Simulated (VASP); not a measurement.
# Zn16N (a cell with a defect) in VASP: a series of runs, part 2 of 2

VASP 6.6.1. The steps go on from the part before.

## Step 3: Single point, PBE

File INCAR:

```
  PREC = Accurate
  ENCUT = 520
  EDIFF = 1E-6
  ISMEAR = 0
  SIGMA = 0.1
  LREAL = Auto
  LASPH = T
  NELM = 100
  ALGO = Normal
  ISIF = 2
  LWAVE = F
  LCHARG = F
  GGA = PE
  NBANDS = 112
```

File KPOINTS:

```
Automatic mesh
0
Gamma
  4 4 4
  0.5 0.5 0.5
```

File POSCAR:

```
Zn16N
1.0
    3.9288069991      3.9288069991      3.9288069991
   -3.9288069991      3.9288069991     -3.9288069991
   -3.9288069991     -3.9288069991      3.9288069991
Zn N
16 1
Direct
    0.0078597651     -0.0000940489     -0.0006118906
   -0.0002542757      0.7630678984      0.2635322886
    0.2436602257      0.7446471666      0.0010397558
   -0.0051033304      0.4999535484      0.5049894282
    0.2498870523      0.5000342344      0.2500171172
    0.4949065964      0.4996808193      0.0049984639
   -0.0015362170      0.2483127830      0.7498677081
    0.2365184903      0.2366210659      0.5003131995
    0.4988583049      0.2553552517      0.2565474711
    0.7883174207      0.2985046097      0.0104095213
    0.2470254966     -0.0000778862      0.7456432705
    0.5005051153     -0.0000927763      0.4921230543
    0.7547354708     -0.0000761045      0.2535843579
    0.4896291674      0.7008686099      0.7114612656
    0.7501674174      0.7516699091      0.5015194181
    0.7499592117      0.4998205563      0.7500888948
    0.5409527626     -0.0005369314     -0.0407275033
```

Potentials or basis: VASP PAW PBE potentials, release 64 (Zn, N).

Launch:

```bash
cat potpaw_PBE.64/Zn/POTCAR potpaw_PBE.64/N/POTCAR > POTCAR
mpirun -np 1 vasp_std > vasp.out
```

OUTCAR:

```text
PREC = Accurate
   ENCUT = 520
   EDIFF = 1E-6
   ISMEAR = 0
   LREAL = Auto
   LASPH = T
   NELM = 100
   ISIF = 2
   GGA = PE

 ion  position               nearest neighbor table
   1  0.008  1.000  0.999-   9 2.73   3 2.73  11 2.74  15 2.77   7 2.77  16 2.78   5 2.78   8 2.79
                             2 2.79  13 2.82  10 2.89  14 2.89
   2  1.000  0.763  0.264-  10 2.59   8 2.63  13 2.68  11 2.68  15 2.71  12 2.79   1 2.79   4 2.80
                             6 2.81   3 2.82   5 2.85  16 2.85
   3  0.244  0.745  0.001-  17 2.36   1 2.73  12 2.73   5 2.74  16 2.74   4 2.76   6 2.76   7 2.76
                             2 2.82  11 2.84   9 2.84  13 2.84  14 2.99
   4  0.995  0.500  0.505-  16 2.72   9 2.76   3 2.76  15 2.76   7 2.76  10 2.77  14 2.77  11 2.78
                            13 2.78   2 2.80   8 2.81   5 2.83
   5  0.250  0.500  0.250-  14 2.57  10 2.57   6 2.72   3 2.74   9 2.74  12 2.78   7 2.78   1 2.78
                            15 2.78   4 2.83   2 2.85   8 2.86
   6  0.495  0.500  0.005-   5 2.72   9 2.76   3 2.76   7 2.76  15 2.76  10 2.77  14 2.77  11 2.78
                            13 2.78   8 2.81   2 2.81  16 2.83
   7  0.998  0.248  0.750-  10 2.63   8 2.71  13 2.76   3 2.76   6 2.76   4 2.76  15 2.76  11 2.76
[... 248 lines left out ...]
      5      -5.0593      2.00000
      6      -4.8982      2.00000
[... 2701 lines left out ...]
    109       6.9254      0.00000
    110       7.6475      0.00000

 [... further k-points ...]

 [bands above 110 left out]

------------------------ aborting loop because EDIFF is reached ----------------------------------------

  FORCE on cell =-STRESS in cart. coord.  units (eV):
  Direction    XX          YY          ZZ          XY          YZ          ZX
  --------------------------------------------------------------------------------------
  -------------------------------------------------------------------------------------
  Total        6.6493562      6.6021084      5.7342402      0.1928894      0.0002506      0.0005663
  in kB       43.9185615     43.6064927     37.8742801      1.2740216      0.0016554      0.0037402
  external PRESSURE =      41.7997781 kB  Pullay stress =       0.0000000 kB

 VOLUME and BASIS-vectors are now :
 -----------------------------------------------------------------------------
  energy-cutoff  :      520.00
  volume of cell :      242.57
      direct lattice vectors                 reciprocal lattice vectors
     3.928806999  3.928806999  3.928806999     0.000000000  0.127265096  0.127265096
    -3.928806999  3.928806999 -3.928806999    -0.127265096  0.127265096  0.000000000
    -3.928806999 -3.928806999  3.928806999    -0.127265096  0.000000000  0.127265096

 POSITION                                       TOTAL-FORCE (eV/Angst)
 -----------------------------------------------------------------------------------
     -7.82396      0.03291      0.02885         0.032082      0.032392      0.081112
     -0.10551      5.89039      1.96523         0.056170     -0.027979     -0.000446
     -1.97237      3.87878     -1.96420         0.047329      0.023565      0.000760
     -0.03947      3.88897      3.92854         0.023460      0.022631      0.000589
     -1.96505      1.96403     -0.00051        -0.000701     -0.001331     -0.000642
     -0.03840      3.88790      0.00088         0.022614      0.023573      0.000635
[... 9 lines left out ...]
     -1.96421      1.96319      3.92970        -0.001762     -0.000453      0.001518
     -5.57019      2.28320      1.96740        -0.283305     -0.282765     -0.001046
 -----------------------------------------------------------------------------------
    total drift:                                0.001275      0.000971      0.000511

  FREE ENERGIE OF THE ION-ELECTRON SYSTEM (eV)
  ---------------------------------------------------
  free  energy   TOTEN  =       -23.9253049282 eV

  energy  without entropy=      -23.8899437493  energy(sigma->0) =      -23.90762434
```

OSZICAR:

```text
N       E                     dE             d eps       ncg     rms          rms(c)
DAV:   1     0.189530868887E+04    0.18953E+04   -0.89687E+04  7168   0.281E+03
DAV:   2     0.236538016233E+03   -0.16588E+04   -0.16236E+04  7168   0.657E+02
DAV:   3    -0.847933436636E+01   -0.24502E+03   -0.23755E+03  7248   0.209E+02
DAV:   4    -0.280912490760E+02   -0.19612E+02   -0.19134E+02  7968   0.561E+01
DAV:   5    -0.285659479452E+02   -0.47470E+00   -0.47348E+00  7584   0.694E+00    0.166E+01
DAV:   6    -0.239948292009E+02    0.45711E+01   -0.21186E+01  9552   0.402E+01    0.120E+01
DAV:   7    -0.239282036155E+02    0.66626E-01   -0.91090E+00  7656   0.303E+01    0.792E+00
DAV:   8    -0.239259285068E+02    0.22751E-02   -0.16527E+00  8944   0.194E+01    0.337E+00
DAV:   9    -0.239275639170E+02   -0.16354E-02   -0.37909E-01  8088   0.433E+00    0.520E-01
DAV:  10    -0.239260659711E+02    0.14979E-02   -0.47565E-02  7648   0.164E+00    0.336E-01
DAV:  11    -0.239253318767E+02    0.73409E-03   -0.83838E-03  8336   0.186E+00    0.204E-01
DAV:  12    -0.239255379400E+02   -0.20606E-03   -0.46218E-03  8744   0.642E-01    0.152E-01
DAV:  13    -0.239254631296E+02    0.74810E-04   -0.27181E-03  8032   0.581E-01    0.104E-01
DAV:  14    -0.239253080915E+02    0.15504E-03   -0.58578E-04  8424   0.330E-01    0.293E-02
DAV:  15    -0.239252991642E+02    0.89273E-05   -0.20446E-04  8456   0.256E-01    0.149E-02
DAV:  16    -0.239253017387E+02   -0.25745E-05   -0.58358E-05  9368   0.887E-02    0.554E-03
DAV:  17    -0.239253051754E+02   -0.34366E-05   -0.37709E-05  7496   0.554E-02    0.731E-03
DAV:  18    -0.239253049282E+02    0.24716E-06   -0.21974E-06  3936   0.124E-02
   1 F= -.23925305E+02 E0= -.23907624E+02  d E =-.353612E-01
```

Run time: 37 min. Hardware: 1 thread of AMD EPYC 9R45 (Zen 5), shared host; peak memory 0.7 GiB.

Results:

```
Free energy   : -23.9253 eV
Pressure      : 4.2 GPa
Largest force : 0.400 eV/Å
```

Forces on the atoms (eV/Å):
```
Zn   0.032  0.032  0.081
Zn   0.056 -0.028  0.000
Zn   0.047  0.024  0.001
Zn   0.023  0.023  0.001
Zn  -0.001 -0.001 -0.001
Zn   0.023  0.024  0.001
Zn  -0.019  0.001  0.001
Zn  -0.028  0.056 -0.001
Zn   0.023  0.047  0.001
Zn   0.125 -0.043  0.000
Zn   0.004  0.004 -0.162
Zn   0.032  0.032 -0.080
Zn   0.005  0.005  0.158
Zn  -0.038  0.126  0.000
Zn   0.000 -0.017  0.001
Zn  -0.002  0.000  0.002
N   -0.283 -0.283 -0.001
```

Levels at points of the mesh, in eV from the Fermi level:
```
           k point  band 96  band 97  band 98  band 99  band 100  band 101  band 102  band 103
(0.12, 0.12, 0.12)    -1.85    -1.07    -0.12    -0.05      0.94      1.00      1.23      2.28
```
